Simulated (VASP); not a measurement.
# WO (Pm-3m) in VASP: notebook

WO is run at these levels: r2SCAN+U; tasks: single point.

All numbers are computed with VASP 6.6.1; they aren't measurements. Logs are shortened: lines on timing, memory, paths and dates and some standing lists are left out, and cuts for length are marked.

**1. The cell of the first run**

Symmetry: Pm-3m, No. 221, cubic system. The conventional cell has a = 3.052 Å, b = 3.052 Å, c = 3.052 Å, α = 90.00°, β = 90.00°, γ = 90.00°. Within 3.5 Å of W (site symmetry m-3m) lie 8 O at 2.64 Å and 6 W at 3.05 Å. Within 3.5 Å of O (site symmetry m-3m) lie 8 W at 2.64 Å and 6 O at 3.05 Å.

**2. Single point, r2SCAN+U, collinear spin**

POSCAR

```
WO
1.0
    3.0516931589      0.0000000000      0.0000000000
    0.0000000000      3.0516931589      0.0000000000
    0.0000000000      0.0000000000      3.0516931589
W O
1 1
Direct
    0.0000000000      0.0000000000      0.0000000000
    0.5000000000      0.5000000000      0.5000000000
```

INCAR.step1

```
PREC     = Accurate       # precision mode
ENCUT    = 520            # plane-wave cutoff, eV
ISMEAR   = 0              # smearing method
SIGMA    = 0.1            # smearing width, eV
LREAL    = F              # projectors in reciprocal space
LASPH    = T              # aspherical terms in the spheres
NELM     = 150            # most SCF steps
ISPIN    = 2              # spin polarisation
MAGMOM   = 2.5 0          # initial moments
LMAXMIX  = 4              # l up to which the mixer works
LDAU     = T              # DFT+U
LDAUTYPE = 2            
LDAUL    = 2 -1           # shell
LDAUU    = 6.2 0          # U, eV
LDAUJ    = 0 0          
NBANDS   = 21             # bands
GGA      = PE             # functional
ALGO     = Normal         # electronic algorithm
EDIFF    = 1E-4           # SCF threshold, eV
LWAVE    = T              # write WAVECAR
LCHARG   = F              # write CHGCAR
```

INCAR.step2

```
PREC     = Accurate       # precision mode
ENCUT    = 520            # plane-wave cutoff, eV
EDIFF    = 1E-6           # SCF threshold, eV
ISMEAR   = 0              # smearing method
SIGMA    = 0.1            # smearing width, eV
LREAL    = F              # projectors in reciprocal space
LASPH    = T              # aspherical terms in the spheres
NELM     = 150            # most SCF steps
ALGO     = Normal         # electronic algorithm
ISIF     = 2              # what is computed and relaxed
LWAVE    = F              # write WAVECAR
LCHARG   = F              # write CHGCAR
ISPIN    = 2              # spin polarisation
MAGMOM   = 2.5 0          # initial moments
LORBIT   = 11             # projections on sites
LMAXMIX  = 4              # l up to which the mixer works
LDAU     = T              # DFT+U
LDAUTYPE = 2            
LDAUL    = 2 -1           # shell
LDAUU    = 6.2 0          # U, eV
LDAUJ    = 0 0          
LDAUPRINT= 1            
METAGGA  = R2SCAN         # meta-GGA
LMIXTAU  = T            
NBANDS   = 21             # bands
ISTART   = 1
```

KPOINTS

```
Automatic mesh
0
Gamma
  14 14 14
```

Potentials or basis: VASP PAW PBE potentials, release 64 (W_sv, O).

Run with:

```
$ cat potpaw_PBE.64/W_sv/POTCAR potpaw_PBE.64/O/POTCAR > POTCAR
$ cp INCAR.step1 INCAR
$ mpirun -np 1 vasp_std > vasp.out
$ cp INCAR.step2 INCAR
$ mpirun -np 1 vasp_std > vasp.out
```

OUTCAR:

```text
PREC = Accurate
   ENCUT = 520
   EDIFF = 1E-6
   ISMEAR = 0
   LREAL = F
   LASPH = T
   NELM = 150
   ISIF = 2
   ISPIN = 2
   LORBIT = 11
   METAGGA = R2SCAN
   ISTART = 1

 ion  position               nearest neighbor table
   1  0.000  0.000  0.000-   2 2.64   2 2.64   2 2.64   2 2.64   2 2.64   2 2.64   2 2.64   2 2.64

   2  0.500  0.500  0.500-   1 2.64   1 2.64   1 2.64   1 2.64   1 2.64   1 2.64   1 2.64   1 2.64

  LATTYP: Found a simple cubic cell.
 ALAT       =     3.0516931589

  Lattice vectors:

 A1 = (   3.0516931589,   0.0000000000,   0.0000000000)
 A2 = (   0.0000000000,   3.0516931589,   0.0000000000)
 A3 = (   0.0000000000,   0.0000000000,   3.0516931589)

Analysis of symmetry for initial positions (statically):
=====================================================================
 Subroutine PRICEL returns:
 Original cell was already a primitive cell.

 Routine SETGRP: Setting up the symmetry group for a
 simple cubic supercell.

 Subroutine GETGRP returns: Found 48 space group operations
 (whereof 48 operations were pure point group operations)
 out of a pool of 48 trial point group operations.

The static configuration has the point symmetry O_h .

Analysis of symmetry for dynamics (positions and initial velocities):
=====================================================================
 Subroutine PRICEL returns:
 Original cell was already a primitive cell.

 Routine SETGRP: Setting up the symmetry group for a
 simple cubic supercell.

 Subroutine GETGRP returns: Found 48 space group operations
 (whereof 48 operations were pure point group operations)
 out of a pool of 48 trial point group operations.

The dynamic configuration has the point symmetry O_h .

Analysis of structural, dynamic, and magnetic symmetry:
=====================================================================
 Subroutine PRICEL returns:
 Original cell was already a primitive cell.

 Routine SETGRP: Setting up the symmetry group for a
 simple cubic supercell.

 Subroutine GETGRP returns: Found 48 space group operations
 (whereof 48 operations were pure point group operations)
 out of a pool of 48 trial point group operations.

The overall configuration has the point symmetry O_h .

 Subroutine INISYM returns: Found 48 space group operations
 (whereof 48 operations are pure point group operations),
 and found     1 'primitive' translations

----------------------------------------------------------------------------------------

                                     Primitive cell

  volume of cell :      28.4199

  direct lattice vectors                    reciprocal lattice vectors
     3.051693159  0.000000000  0.000000000     0.327686942  0.000000000  0.000000000
     0.000000000  3.051693159  0.000000000     0.000000000  0.327686942  0.000000000
     0.000000000  0.000000000  3.051693159     0.000000000  0.000000000  0.327686942

  length of vectors
     3.051693159  3.051693159  3.051693159     0.327686942  0.327686942  0.327686942

  position of ions in fractional coordinates (direct lattice)
     0.000000000  0.000000000  0.000000000
     0.500000000  0.500000000  0.500000000

  ion indices of the primitive-cell ions
   primitive index   ion index
                 1           1
                 2           2

----------------------------------------------------------------------------------------

 KPOINTS: Automatic mesh

Automatic generation of k-mesh.
 Grid dimensions read from file:
 generate k-points for:   14   14   14

 Generating k-lattice:

  Cartesian coordinates                     Fractional coordinates (reciprocal lattice)
     0.023406210  0.000000000  0.000000000     0.071428571  0.000000000  0.000000000
     0.000000000  0.023406210  0.000000000     0.000000000  0.071428571  0.000000000
     0.000000000  0.000000000  0.023406210     0.000000000  0.000000000  0.071428571

  Length of vectors
     0.023406210  0.023406210  0.023406210

  Shift w.r.t. Gamma in fractional coordinates (k-lattice)
     0.000000000  0.000000000  0.000000000

 Subroutine IBZKPT returns following result:
 ===========================================

 Found    120 irreducible k-points:

 Following reciprocal coordinates:
            Coordinates               Weight
  0.000000  0.000000  0.000000      1.000000
  0.071429  0.000000  0.000000      6.000000
  0.142857  0.000000  0.000000      6.000000
  0.214286  0.000000  0.000000      6.000000
  0.285714  0.000000  0.000000      6.000000
  0.357143  0.000000  0.000000      6.000000
[... 16 lines left out ...]
  0.285714  0.214286  0.000000     24.000000
  0.357143  0.214286  0.000000     24.000000
 [... further k-points ...]
   k-points           NKPTS =    120   k-points in BZ     NKDIM =    120   number of bands    NBANDS=     21
   number of dos      NEDOS =    301   number of ions     NIONS =      2
   total plane-waves  NPLWV =  13824
   dimension x,y,z NGX =    24 NGY =   24 NGZ =   24
   dimension x,y,z NGXF=    48 NGYF=   48 NGZF=   48
   ions per type =               1   1
   NGX,Y,Z   is equivalent  to a cutoff of  13.07, 13.07, 13.07 a.u.
   NGXF,Y,Z  is equivalent  to a cutoff of  26.15, 26.15, 26.15 a.u.
 SYSTEM =  unknown system
   PREC   = accura    normal or accurate (medium, high low for compatibility)
   ISTART =      1    job   : 0-new  1-cont  2-samecut
   ICHARG =      0    charge: 1-file 2-atom 10-const
   ISPIN  =      2    spin polarized calculation?
   LNONCOLLINEAR =      F non collinear calculations
   LSORBIT =      F    spin-orbit coupling
   LASPH  =      T    aspherical Exc in radial PAW
   ENCUT  =  520.0 eV  38.22 Ry    6.18 a.u.   5.67  5.67  5.67*2*pi/ulx,y,z
   NELM   =    150;   NELMIN=  2; NELMDL=  0     # of ELM steps
   EDIFF  = 0.1E-05   stopping-criterion for ELM
   LREAL  =      F    real-space projection
[... 7 lines left out ...]
   TEBEG  =    0.0;   TEEND  =   0.0 temperature during run
   PSTRESS=    0.0 pullay stress
   NELECT =      20.0000    total number of electrons
   NUPDOWN=      -1.0000    fix difference up-down
   EMIN   =  10.00;   EMAX   =-10.00  energy-range for DOS
   EFERMI =   0.00;   METHOD = LEGACY
   ISMEAR =     0;   SIGMA  =   0.10  broadening in eV -4-tet -1-fermi 0-gaus
   EFERMI_NEDOS =   21; number of points for ismear=-14 and -15
   IALGO  =     38    algorithm
   IMIX   =      4    mixing-type and parameters
     AMIX     =   0.40;   BMIX     =  1.00
     AMIX_MAG =   1.60;   BMIX_MAG =  1.00
  volume/ion in A,a.u.               =      14.21        95.89
  Fermi-wavevector in a.u.,A,eV,Ry     =   1.456165  2.751753 28.850024  2.120417
  Thomas-Fermi vector in A             =   2.573115
   LORBIT       =     11    0 simple, 1 ext, 2 COOP (PROOUT), +10 PAW based schemes
 LDA+U is selected, type is set to LDAUTYPE =  2
   angular momentum for each species LDAUL =     2   -1
   U (eV)           for each species LDAUU =   6.2  0.0
   J (eV)           for each species LDAUJ =   0.0  0.0
   METAGGA = R2SCAN    functional components
   LHFCALC =     F    Hartree Fock is set to
   AEXX    =    0.0000 exact exchange contribution
   IVDW    =     0    specifies the selected vdW correction
   LEPSILON=     F    determine dielectric tensor
   LRPA    =     F    only Hartree local field effects (RPA)
 spin polarized calculation
 Gauss-broadening in eV      SIGMA  =   0.10
  energy-cutoff  :      520.00
  volume of cell :       28.42
 maximum number of plane-waves:       784
 NGX is ok and might be reduce to    24

atom =   1  type =  1  l = 2

 onsite density matrix

spin component  1

  0.0616 -0.0000  0.0000  0.0000  0.0000
 -0.0000  0.0616 -0.0000  0.0000 -0.0000
  0.0000 -0.0000  0.7679 -0.0000  0.0000
  0.0000  0.0000 -0.0000  0.0616 -0.0000
  0.0000 -0.0000  0.0000 -0.0000  0.7679

spin component  2

  0.0575 -0.0000  0.0000  0.0000 -0.0000
 -0.0000  0.0575 -0.0000  0.0000 -0.0000
  0.0000 -0.0000  0.6159 -0.0000  0.0000
  0.0000  0.0000 -0.0000  0.0575 -0.0000
 -0.0000 -0.0000  0.0000 -0.0000  0.6159

 occupancies and eigenvectors

  o =  0.0575  v =  0.0000  0.0000  0.0000  0.0000  0.0000  0.0000 -0.4763 -0.0000 -0.8793 -0.0000      0.0000  0.0000  0.0000  0.0000  0.0000  0.0000  0.0000  0.0000  0.0000  0.0000
  o =  0.0575  v =  0.0000  0.0000  0.0000  0.0000  0.0000  0.0000 -0.8793 -0.0000  0.4763 -0.0000      0.0000  0.0000  0.0000  0.0000  0.0000  0.0000  0.0000  0.0000  0.0000  0.0000
  o =  0.0575  v =  0.0000  0.0000  0.0000  0.0000  0.0000  1.0000  0.0000  0.0000  0.0000  0.0000      0.0000  0.0000  0.0000  0.0000  0.0000  0.0000  0.0000  0.0000  0.0000  0.0000
  o =  0.0616  v =  0.0000  0.1299 -0.0000  0.9915  0.0000  0.0000  0.0000  0.0000  0.0000  0.0000      0.0000  0.0000  0.0000  0.0000  0.0000  0.0000  0.0000  0.0000  0.0000  0.0000
  o =  0.0616  v =  0.0000  0.9915  0.0000 -0.1299  0.0000  0.0000  0.0000  0.0000  0.0000  0.0000      0.0000  0.0000  0.0000  0.0000  0.0000  0.0000  0.0000  0.0000  0.0000  0.0000
  o =  0.0616  v =  1.0000  0.0000  0.0000  0.0000  0.0000  0.0000  0.0000  0.0000  0.0000  0.0000      0.0000  0.0000  0.0000  0.0000  0.0000  0.0000  0.0000  0.0000  0.0000  0.0000
  o =  0.6159  v =  0.0000  0.0000  0.0000  0.0000  0.0000  0.0000  0.0000 -0.0031  0.0000  1.0000      0.0000  0.0000  0.0000  0.0000  0.0000  0.0000  0.0000  0.0000  0.0000  0.0000
  o =  0.6159  v =  0.0000  0.0000  0.0000  0.0000  0.0000  0.0000  0.0000  1.0000 -0.0000  0.0031      0.0000  0.0000  0.0000  0.0000  0.0000  0.0000  0.0000  0.0000  0.0000  0.0000
  o =  0.7679  v =  0.0000 -0.0000 -0.0003 -0.0000  1.0000  0.0000  0.0000  0.0000  0.0000  0.0000      0.0000  0.0000  0.0000  0.0000  0.0000  0.0000  0.0000  0.0000  0.0000  0.0000
  o =  0.7679  v =  0.0000  0.0000 -1.0000 -0.0000 -0.0003  0.0000  0.0000  0.0000  0.0000  0.0000      0.0000  0.0000  0.0000  0.0000  0.0000  0.0000  0.0000  0.0000  0.0000  0.0000

 number of electron      20.0000003 magnetization       0.2689501

 Free energy of the ion-electron system (eV)
  ---------------------------------------------------
  ext. energy  EPLUGINS =         0.00000000
  ---------------------------------------------------
  free energy    TOTEN  =       -50.25085617 eV

  energy without entropy =      -50.24584503  energy(sigma->0) =      -50.24835060

 E-fermi :   8.3622     XC(G=0): -12.6429

 val. band max:        8.3561071569   @ k =   0.2857   0.2143   0.0000
 cond. band min:       8.3697771791   @ k =   0.3571   0.3571   0.0714
 fundamental gap:      0.0136700222
 Fermi energy:         8.3622243367

 spin component 1

 k-point     1 :       0.0000    0.0000    0.0000
  band No.  band energies     occupation
      1     -69.7093      1.00000
      2     -33.0334      1.00000
      3     -33.0332      1.00000
      4     -33.0331      1.00000
      5     -12.5557      1.00000
      6       2.3774      1.00000
[... 1145 lines left out ...]
     20      28.5535      0.00000
     21      31.3739      0.00000

 [... further k-points ...]
[... 5 lines left out ...]
  --------------------------------------------------------------------------------------
  -------------------------------------------------------------------------------------
  Total       -4.2036048     -4.2036048     -4.2036048     -0.0000000     -0.0000000      0.0000000
  in kB     -236.9790045   -236.9790045   -236.9790045     -0.0000000     -0.0000000      0.0000000
  external PRESSURE =    -236.9790045 kB  Pullay stress =       0.0000000 kB

 VOLUME and BASIS-vectors are now :
 -----------------------------------------------------------------------------
  energy-cutoff  :      520.00
  volume of cell :       28.42
      direct lattice vectors                 reciprocal lattice vectors
     3.051693159  0.000000000  0.000000000     0.327686942  0.000000000  0.000000000
     0.000000000  3.051693159  0.000000000     0.000000000  0.327686942  0.000000000
     0.000000000  0.000000000  3.051693159     0.000000000  0.000000000  0.327686942

 POSITION                                       TOTAL-FORCE (eV/Angst)
 -----------------------------------------------------------------------------------
      0.00000      0.00000      0.00000         0.000000      0.000000      0.000000
      1.52585      1.52585      1.52585         0.000000      0.000000      0.000000
 -----------------------------------------------------------------------------------
    total drift:                                0.000000      0.000000     -0.000000

  FREE ENERGIE OF THE ION-ELECTRON SYSTEM (eV)
  ---------------------------------------------------
  free  energy   TOTEN  =       -50.2508561721 eV

  energy  without entropy=      -50.2458450318  energy(sigma->0) =      -50.24835060

 total charge

# of ion       s       p       d       tot
------------------------------------------
    1        2.294   6.108   3.088  11.490
    2        1.579   3.327   0.000   4.906
--------------------------------------------------
tot          3.873   9.435   3.088  16.396

 magnetization (x)

# of ion       s       p       d       tot
------------------------------------------
    1       -0.008  -0.002   0.309   0.299
    2        0.000  -0.014   0.000  -0.014
--------------------------------------------------
tot         -0.008  -0.016   0.309   0.285
```

Run time: 11 min. Hardware: 1 thread of Intel Xeon Platinum 8259CL at 2.50GHz (Skylake/Cascade Lake), shared host; peak memory 0.24 GiB.

Results:

* Free energy: -50.2509 eV
* Pressure: -23.7 GPa
* Net moment: 0.27 μB per cell
* Site moments: W +0.30; O -0.01 μB
* Valence electrons inside the program's atomic spheres: W 11.49; O 4.91

Eigenvalues of the final occupation matrices:
```
    site  spin  trace               eigenvalues
site 1 d     1   1.72  0.06 0.06 0.06 0.77 0.77
site 1 d     2   1.40  0.06 0.06 0.06 0.62 0.62
```

Caveat: the cell stands under tension; a moment this small can come from the mesh or the smearing; the PAW data sets were made with another functional, which shifts forces and pressure a little; spin-orbit coupling is left out, which moves the levels of the heavy elements.

**3. Single point, r2SCAN+U, collinear spin**

This run uses another cell than the first one: it holds 4 atoms, not 2.

POSCAR

```
WO
1.0
    2.9529152434      0.0000000000      2.9529152434
    0.0000000000      2.9529152434      2.9529152434
    0.0000000000      0.0000000000      5.9058304868
W O
2 2
Direct
    0.0000000000      0.0000000000      0.0000000000
    0.0000000000      0.0000000000      0.5000000000
    0.5000000000      0.5000000000      0.7500000000
    0.5000000000      0.5000000000      0.2500000000
```

INCAR.step1

```
PREC = Accurate ; ENCUT = 520
ISMEAR = 0 ; SIGMA = 0.1
LREAL = False ; LASPH = True
NELM = 150 ; ISPIN = 2
MAGMOM = 1 -1 0 0 ; LMAXMIX = 4
LDAU = True ; LDAUTYPE = 2
LDAUL = 2 -1 ; LDAUU = 6.2 0
LDAUJ = 0 0 ; NBANDS = 32
GGA = PE ; ALGO = Normal
EDIFF = 1E-4 ; LWAVE = True
LCHARG = False
```

INCAR.step2

```
PREC = Accurate ; ENCUT = 520
EDIFF = 1E-7 ; ISMEAR = 0
SIGMA = 0.1 ; LREAL = False
LASPH = True ; NELM = 150
ALGO = Normal ; ISIF = 2
LWAVE = False ; LCHARG = False
ISPIN = 2 ; MAGMOM = 1 -1 0 0
LORBIT = 11 ; LMAXMIX = 4
LDAU = True ; LDAUTYPE = 2
LDAUL = 2 -1 ; LDAUU = 6.2 0
LDAUJ = 0 0 ; LDAUPRINT = 1
METAGGA = R2SCAN ; LMIXTAU = True
NBANDS = 32 ; ISTART = 1
```

KPOINTS

```
Automatic mesh
0
Gamma
  14 14 7
```

Potentials or basis: VASP PAW PBE potentials, release 64 (W_sv, O).

Run with:

```
$ cat potpaw_PBE.64/W_sv/POTCAR potpaw_PBE.64/O/POTCAR > POTCAR
$ cp INCAR.step1 INCAR
$ mpirun -np 1 vasp_std > vasp.out
$ cp INCAR.step2 INCAR
$ mpirun -np 1 vasp_std > vasp.out
```

It took 17 min on 1 thread of Intel Xeon Platinum 8259CL at 2.50GHz (Skylake/Cascade Lake), shared host; peak memory 0.36 GiB.

The run converged. Its results:

| Property | Result |
| --- | --- |
| Free energy | -100.2538 eV |
| Pressure | -16.2 GPa |
| Band gap on the k mesh | zero (filled and empty bands overlap) |
| Net moment | 0.00 μB per cell |
| Site moments | W +1.48, -1.48; O +0.00 μB |
| Valence electrons inside the program's atomic spheres | W 11.59; O 4.90 |

Levels at points of the mesh, in eV from the Fermi level:
Spin up:
| k point | band 17 | band 18 | band 19 | band 20 | band 21 | band 22 | band 23 | band 24 |
| --- | --- | --- | --- | --- | --- | --- | --- | --- |
| (0.00, 0.00, 0.00) | -4.76 | -4.76 | -3.41 | 1.68 | 1.68 | 1.68 | 3.22 | 3.22 |
| (0.50, 0.00, 0.00) | -4.65 | -4.29 | -1.28 | 0.30 | 0.31 | 0.31 | 3.14 | 3.50 |
Spin down:
```
           k point  band 17  band 18  band 19  band 20  band 21  band 22  band 23  band 24
(0.00, 0.00, 0.00)    -4.76    -4.76    -3.41     1.68     1.68     1.68     3.22     3.22
(0.50, 0.00, 0.00)    -4.65    -4.29    -1.28     0.30     0.31     0.31     3.14     3.50
```

Eigenvalues of the final occupation matrices:
| site | spin | trace | eigenvalues |
| --- | --- | --- | --- |
| site 1 d | 1 | 2.30 | 0.33 0.33 0.33 0.65 0.65 |
| site 1 d | 2 | 0.87 | 0.07 0.07 0.07 0.33 0.33 |
| site 2 d | 1 | 0.87 | 0.07 0.07 0.07 0.33 0.33 |
| site 2 d | 2 | 2.30 | 0.33 0.33 0.33 0.65 0.65 |

Caveat: the cell stands under tension; the PAW data sets were made with another functional, which shifts forces and pressure a little; spin-orbit coupling is left out, which moves the levels of the heavy elements.
